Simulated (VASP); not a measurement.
Input of a VASP 6.6.1 run:

Contents of INCAR:

```
SYSTEM = MgO
PREC = Accurate
ENCUT = 750
EDIFF = 1E-6
ISMEAR = 0
SIGMA = 0.01
LREAL = .FALSE.
LASPH = .TRUE.
NELM = 120
ALGO = Normal
ISIF = 2
LWAVE = .FALSE.
LCHARG = .FALSE.
GGA = CA
NBANDS = 15
GGA_COMPAT = .FALSE.
```

The input KPOINTS:

```
regular mesh
0
G
  8 8 8
  0 0 0
```

POSCAR

```
MgO
1.0
    0.0000000000      2.0796027768      2.0796027768
    2.0796027768      0.0000000000      2.0796027768
    2.0796027768      2.0796027768      0.0000000000
Mg O
1 1
Direct
    0.0000000000      0.0000000000      0.0000000000
    0.5000000000      0.5000000000      0.5000000000
```

Potentials or basis: VASP PAW LDA potentials, release 64 (Mg_sv, O).

The run is started by

```sh
$ cat potpaw_LDA.64/Mg_sv/POTCAR potpaw_LDA.64/O/POTCAR > POTCAR
$ mpirun -np 1 vasp_std > vasp.out
```

(1) Predict the band gap on the k mesh.

(2) Estimate the pressure.

Answers

(1) 5.05 eV.

(2) 0.1 GPa.

**What was measured.**

“Electronic structure of alkaline earth and post-transition metal oxides”, 2009, arxiv:0908.1581 quotes, for a bulk crystal of MgO: band gap 7.83 eV.

Against the measured gap of MgO, 7.83 eV (quoted in “Electronic structure of alkaline earth and post-transition metal oxides”, 2009, arxiv:0908.1581), the calculated 5.05 eV is off by -2.78 eV. The value is that of LDA, without temperature or zero-point motion. Semilocal functionals fall short of measured gaps as a rule.
